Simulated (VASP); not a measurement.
# Tl8Br7 (a cell with a defect) in VASP: further runs

Tl8Br7 (a cell with a defect) is run at these levels: PBE; tasks: single point.

Everything below comes from runs of VASP 6.6.1. Logs are shortened: lines on timing, memory, paths and dates and some standing lists are left out, and cuts for length are marked.

## (1) The cell of the first run

The cell holds a defect, 15 atoms: a = 8.002 Å, b = 8.002 Å, c = 8.002 Å, α = 90.00°, β = 90.00°, γ = 90.00°.

## (2) Single point, PBE

File INCAR:

```
  PREC = Accurate
  ENCUT = 520
  EDIFF = 1E-6
  ISMEAR = -1
  SIGMA = 0.1
  LREAL = Auto
  LASPH = T
  NELM = 60
  ALGO = Normal
  ISIF = 2
  LWAVE = F
  LCHARG = T
  GGA = PE
  LELF = T
  LVHAR = T
  NBANDS = 90
```

File KPOINTS:

```
Automatic mesh
0
Gamma
  2 2 2
```

File POSCAR:

```
Tl8Br7
1.0
    8.0015780000      0.0000000000      0.0000000000
    0.0000000000      8.0015780000      0.0000000000
    0.0000000000      0.0000000000      8.0015780000
Tl Br
8 7
Direct
    0.0015480696      0.0010192989      0.0013873513
    0.0002554496      0.0010664146      0.5002524502
    0.0193046921      0.4998821482      0.0215979898
    0.0204559651      0.5000226205      0.4827019120
    0.5005155233      0.0011137803      0.0023967772
    0.4992917647      0.0012168850      0.5015810631
    0.4804832247      0.5000851082      0.0203346140
    0.4816459953      0.5002549497      0.4815252691
    0.2505213347      0.2289462154      0.2516586103
    0.2509056339      0.2465031273      0.7517587156
    0.2505510788      0.7762368873      0.2515776263
    0.2503607413      0.7525776791      0.7515702528
    0.7505065876      0.2466229786      0.2513734166
    0.7506644314      0.7526231701      0.2516794812
    0.7505638263      0.4139928399      0.7515120143
```

Potentials or basis: VASP PAW PBE potentials, release 64 (Tl_d, Br).

Run with:

```
cat potpaw_PBE.64/Tl_d/POTCAR potpaw_PBE.64/Br/POTCAR > POTCAR
mpirun -np 1 vasp_std > vasp.out
```

OUTCAR:

```text
PREC = Accurate
   ENCUT = 520
   EDIFF = 1E-6
   ISMEAR = -1
   LREAL = Auto
   LASPH = T
   NELM = 60
   ISIF = 2
   GGA = PE

 ion  position               nearest neighbor table
   1  0.002  0.001  0.001-  11 3.35   9 3.36  10 3.44  13 3.45  12 3.45  14 3.46   2 3.99   5 3.99
                             3 4.00   5 4.01   2 4.01   3 4.02
   2  0.000  0.001  0.500-  11 3.35   9 3.36  13 3.44  14 3.45  10 3.45  12 3.46   1 3.99   6 3.99
                             4 4.00   6 4.01   1 4.01   4 4.01
   3  0.019  0.500  0.022-  15 3.13   9 3.39  11 3.42   4 3.69   7 3.69   1 4.00   1 4.02
   4  0.020  0.500  0.483-  15 3.12   9 3.39  11 3.42   3 3.69   8 3.69   2 4.00   2 4.01
   5  0.501  0.001  0.002-  11 3.35   9 3.36  13 3.44  10 3.44  14 3.46  12 3.46   1 3.99   6 3.99
                             7 4.00   6 4.01   1 4.01   7 4.01
   6  0.499  0.001  0.502-  11 3.35   9 3.36  10 3.44  13 3.45  12 3.45  14 3.46   2 3.99   5 3.99
                             8 4.00   5 4.01   2 4.01   8 4.01
   7  0.480  0.500  0.020-  15 3.13   9 3.39  11 3.42   3 3.69   8 3.69   5 4.00   5 4.01
   8  0.482  0.500  0.482-  15 3.13   9 3.39  11 3.42   4 3.69   7 3.69   6 4.00   6 4.01
   9  0.251  0.229  0.252-   6 3.36   2 3.36   5 3.36   1 3.36   4 3.39   3 3.39   8 3.39   7 3.39
[... 4 lines left out ...]
  12  0.250  0.753  0.752-   1 3.45   6 3.45   5 3.46   2 3.46
  13  0.751  0.247  0.251-   2 3.44   5 3.44   1 3.45   6 3.45
  14  0.751  0.753  0.252-   2 3.45   5 3.46   1 3.46   6 3.46
  15  0.751  0.414  0.752-   4 3.12   3 3.13   7 3.13   8 3.13

  LATTYP: Found a simple cubic cell.
 ALAT       =     8.0015780000

  Lattice vectors:

 A1 = (   8.0015780000,   0.0000000000,   0.0000000000)
 A2 = (   0.0000000000,   8.0015780000,   0.0000000000)
 A3 = (   0.0000000000,   0.0000000000,   8.0015780000)

Analysis of symmetry for initial positions (statically):
=====================================================================
 Subroutine PRICEL returns:
 Original cell was already a primitive cell.

 Routine SETGRP: Setting up the symmetry group for a
 simple cubic supercell.

 Subroutine GETGRP returns: Found  1 space group operations
 (whereof  1 operations were pure point group operations)
 out of a pool of 48 trial point group operations.

The static configuration has the point symmetry C_1 .

Analysis of symmetry for dynamics (positions and initial velocities):
=====================================================================
 Subroutine PRICEL returns:
 Original cell was already a primitive cell.

 Routine SETGRP: Setting up the symmetry group for a
 simple cubic supercell.

 Subroutine GETGRP returns: Found  1 space group operations
 (whereof  1 operations were pure point group operations)
 out of a pool of 48 trial point group operations.

The dynamic configuration has the point symmetry C_1 .

 Subroutine INISYM returns: Found  1 space group operations
 (whereof  1 operations are pure point group operations),
 and found     1 'primitive' translations

----------------------------------------------------------------------------------------

                                     Primitive cell

  volume of cell :     512.3030

  direct lattice vectors                    reciprocal lattice vectors
     8.001578000  0.000000000  0.000000000     0.124975349  0.000000000  0.000000000
     0.000000000  8.001578000  0.000000000     0.000000000  0.124975349  0.000000000
     0.000000000  0.000000000  8.001578000     0.000000000  0.000000000  0.124975349

  length of vectors
     8.001578000  8.001578000  8.001578000     0.124975349  0.124975349  0.124975349

  position of ions in fractional coordinates (direct lattice)
     0.001548070  0.001019299  0.001387351
     0.000255450  0.001066415  0.500252450
     0.019304692  0.499882148  0.021597990
     0.020455965  0.500022620  0.482701912
     0.500515523  0.001113780  0.002396777
     0.499291765  0.001216885  0.501581063
     0.480483225  0.500085108  0.020334614
     0.481645995  0.500254950  0.481525269
     0.250521335  0.228946215  0.251658610
     0.250905634  0.246503127  0.751758716
     0.250551079  0.776236887  0.251577626
     0.250360741  0.752577679  0.751570253
     0.750506588  0.246622979  0.251373417
     0.750664431  0.752623170  0.251679481
[... 32 lines left out ...]
     0.000000000  0.062487674  0.000000000     0.000000000  0.500000000  0.000000000
     0.000000000  0.000000000  0.062487674     0.000000000  0.000000000  0.500000000

  Length of vectors
     0.062487674  0.062487674  0.062487674

  Shift w.r.t. Gamma in fractional coordinates (k-lattice)
     0.000000000  0.000000000  0.000000000

 Subroutine IBZKPT returns following result:
 ===========================================

 Found      8 irreducible k-points:

 Following reciprocal coordinates:
            Coordinates               Weight
  0.000000  0.000000  0.000000      1.000000
  0.500000  0.000000  0.000000      1.000000
  0.000000  0.500000  0.000000      1.000000
  0.000000  0.000000  0.500000      1.000000
  0.500000  0.500000  0.000000      1.000000
  0.000000  0.500000  0.500000      1.000000
  0.500000  0.000000  0.500000      1.000000
  0.500000  0.500000  0.500000      1.000000
   k-points           NKPTS =      8   k-points in BZ     NKDIM =      8   number of bands    NBANDS=     90
   number of dos      NEDOS =    301   number of ions     NIONS =     15
   total plane-waves  NPLWV = 216000
   dimension x,y,z NGX =    60 NGY =   60 NGZ =   60
   dimension x,y,z NGXF=   120 NGYF=  120 NGZF=  120
   ions per type =               8   7
   NGX,Y,Z   is equivalent  to a cutoff of  12.47, 12.47, 12.47 a.u.
   NGXF,Y,Z  is equivalent  to a cutoff of  24.93, 24.93, 24.93 a.u.
 SYSTEM =  unknown system
   PREC   = accura    normal or accurate (medium, high low for compatibility)
   ISTART =      0    job   : 0-new  1-cont  2-samecut
   ICHARG =      2    charge: 1-file 2-atom 10-const
   ISPIN  =      1    spin polarized calculation?
   LNONCOLLINEAR =      F non collinear calculations
   LSORBIT =      F    spin-orbit coupling
   LASPH  =      T    aspherical Exc in radial PAW
   ENCUT  =  520.0 eV  38.22 Ry    6.18 a.u.  14.88 14.88 14.88*2*pi/ulx,y,z
   NELM   =     60;   NELMIN=  2; NELMDL= -5     # of ELM steps
   EDIFF  = 0.1E-05   stopping-criterion for ELM
   LREAL  =      T    real-space projection
   EDIFFG = 0.1E-04   stopping-criterion for IOM
   NSW    =      0    number of steps for IOM
   IBRION =     -1    ionic relax: 0-MD 1-quasi-New 2-CG
   NFREE  =      0    steps in history (QN), initial steepest desc. (CG)
   ISIF   =      2    stress and relaxation
   ISYM   =      2    0-nonsym 1-usesym 2-fastsym
   POTIM  = 0.5000    time-step for ionic-motion
   TEBEG  =    0.0;   TEEND  =   0.0 temperature during run
   PSTRESS=    0.0 pullay stress
   NELECT =     153.0000    total number of electrons
   NUPDOWN=      -1.0000    fix difference up-down
   EMIN   =  10.00;   EMAX   =-10.00  energy-range for DOS
   EFERMI =   0.00;   METHOD = LEGACY
   ISMEAR =    -1;   SIGMA  =   0.10  broadening in eV -4-tet -1-fermi 0-gaus
   EFERMI_NEDOS =   21; number of points for ismear=-14 and -15
   IALGO  =     38    algorithm
   IMIX   =      4    mixing-type and parameters
     AMIX     =   0.40;   BMIX     =  1.00
     AMIX_MAG =   1.60;   BMIX_MAG =  1.00
  volume/ion in A,a.u.               =      34.15       230.48
  Fermi-wavevector in a.u.,A,eV,Ry     =   1.094283  2.067895 16.292369  1.197455
  Thomas-Fermi vector in A             =   2.230585
   LORBIT       =      0    0 simple, 1 ext, 2 COOP (PROOUT), +10 PAW based schemes
   GGA     = PE    functional components
   LHFCALC =     F    Hartree Fock is set to
   AEXX    =    0.0000 exact exchange contribution
   IVDW    =     0    specifies the selected vdW correction
   LEPSILON=     F    determine dielectric tensor
   LRPA    =     F    only Hartree local field effects (RPA)
 non-spin polarized calculation
  energy-cutoff  :      520.00
  volume of cell :      512.30
 maximum number of plane-waves:     13854
 NGX is ok and might be reduce to    60
   NGX = 29   NGY = 29   NGZ = 29

 number of electron     153.0000019 magnetization

 Free energy of the ion-electron system (eV)
  ---------------------------------------------------
  ext. energy  EPLUGINS =         0.00000000
  ---------------------------------------------------
  free energy    TOTEN  =       -40.22196474 eV

  energy without entropy =      -40.16553977  energy(sigma->0) =      -40.19375225

 E-fermi :   4.1285     XC(G=0):  -8.5746

 val. band max:        4.0642215036   @ k =   0.0000   0.5000   0.0000
 cond. band min:       4.2257715616   @ k =   0.0000   0.0000   0.0000
 fundamental gap:      0.1615500580
 Fermi energy:         4.1284768802

 k-point     1 :       0.0000    0.0000    0.0000
  band No.  band energies     occupation
      1     -11.9127      2.00000
      2     -11.6810      2.00000
      3     -11.6596      2.00000
      4     -11.5251      2.00000
      5     -11.5164      2.00000
      6     -11.4108      2.00000
[... 717 lines left out ...]
     87       6.5106      0.00000
     88       6.5130      0.00000
 [bands above 88 left out]

------------------------ aborting loop because EDIFF is reached ----------------------------------------

  FORCE on cell =-STRESS in cart. coord.  units (eV):
  Direction    XX          YY          ZZ          XY          YZ          ZX
  --------------------------------------------------------------------------------------
  -------------------------------------------------------------------------------------
  Total        2.9258486      3.2746078      2.9213232     -0.0000045      0.0073379      0.0009203
  in kB        9.1503034     10.2410135      9.1361507     -0.0000141      0.0229487      0.0028781
  external PRESSURE =       9.5091559 kB  Pullay stress =       0.0000000 kB

 VOLUME and BASIS-vectors are now :
 -----------------------------------------------------------------------------
  energy-cutoff  :      520.00
  volume of cell :      512.30
      direct lattice vectors                 reciprocal lattice vectors
     8.001578000  0.000000000  0.000000000     0.124975349  0.000000000  0.000000000
     0.000000000  8.001578000  0.000000000     0.000000000  0.124975349  0.000000000
     0.000000000  0.000000000  8.001578000     0.000000000  0.000000000  0.124975349

 POSITION                                       TOTAL-FORCE (eV/Angst)
 -----------------------------------------------------------------------------------
      0.01239      0.00816      0.01110        -0.015592      0.021684     -0.014926
      0.00204      0.00853      4.00281        -0.013916      0.020099      0.014257
      0.15447      3.99985      0.17282        -0.020689      0.012476     -0.021785
      0.16368      4.00097      3.86238        -0.021372      0.011776      0.019339
      4.00491      0.00891      0.01918         0.012900      0.021728     -0.015460
      3.99512      0.00974      4.01344         0.015144      0.021870      0.012105
      3.84462      4.00147      0.16271         0.021321      0.011484     -0.022658
      3.85393      4.00283      3.85296         0.021324      0.010882      0.021060
      2.00457      1.83193      2.01367         0.003323      0.003191      0.005012
      2.00764      1.97241      6.01526        -0.003502     -0.002904     -0.000241
      2.00480      6.21112      2.01302        -0.000936      0.038565      0.004165
      2.00328      6.02181      6.01375         0.001194     -0.010056     -0.002140
      6.00524      1.97337      2.01138         0.001110     -0.001329      0.005071
      6.00650      6.02217      2.01383        -0.000827     -0.008642     -0.002504
      6.00570      3.31260      6.01328         0.000517     -0.150825     -0.001294
 -----------------------------------------------------------------------------------
    total drift:                                0.006752     -0.012071      0.019206

  FREE ENERGIE OF THE ION-ELECTRON SYSTEM (eV)
  ---------------------------------------------------
  free  energy   TOTEN  =       -40.2219647385 eV

  energy  without entropy=      -40.1655397713  energy(sigma->0) =      -40.19375225
```

It took 8.7 min on 1 thread of Intel Xeon 6975P-C, shared host; peak memory 0.61 GiB.

Results:

* Free energy: -40.2220 eV
* Pressure: 1.0 GPa
* Largest force: 0.151 eV/Å

Forces in eV/Å, atoms in the order of the input:
```
Tl  -0.016  0.022 -0.015
Tl  -0.014  0.020  0.014
Tl  -0.021  0.012 -0.022
Tl  -0.021  0.012  0.019
Tl   0.013  0.022 -0.015
Tl   0.015  0.022  0.012
Tl   0.021  0.011 -0.023
Tl   0.021  0.011  0.021
Br   0.003  0.003  0.005
Br  -0.004 -0.003  0.000
Br  -0.001  0.039  0.004
Br   0.001 -0.010 -0.002
Br   0.001 -0.001  0.005
Br  -0.001 -0.009 -0.003
Br   0.001 -0.151 -0.001
```

Stress tensor (GPa, compression positive):
```
0.92 0.00 0.00
0.00 1.02 0.00
0.00 0.00 0.91
```

Levels at points of the mesh, in eV from the Fermi level:
```tsv
k point	band 74	band 75	band 76	band 77	band 78	band 79
(0.00, 0.00, 0.00)	-2.72	-2.34	-2.34	-0.58	-0.34	-0.32
(0.50, 0.00, 0.00)	-3.05	-2.99	-2.96	0.32	0.39	0.70
(0.00, 0.50, 0.00)	-3.05	-2.87	-2.87	-0.06	0.80	0.94
(0.00, 0.00, 0.50)	-3.05	-2.99	-2.96	0.32	0.39	0.70
(0.50, 0.50, 0.00)	-2.94	-2.74	-2.38	0.59	0.87	1.00
(0.00, 0.50, 0.50)	-2.94	-2.74	-2.38	0.59	0.87	1.00
(0.50, 0.00, 0.50)	-2.88	-2.58	-2.56	0.63	0.63	0.69
(0.50, 0.50, 0.50)	-2.74	-2.66	-2.66	0.82	1.19	1.19
```

Caveat: the k points lie up to 0.39 Å⁻¹ apart; spin-orbit coupling is left out, which moves the levels of the heavy elements; an odd number of electrons without spin polarisation forces a metal; a magnetic or distorted state may lie lower.

(Continued in part 2 of 2.)
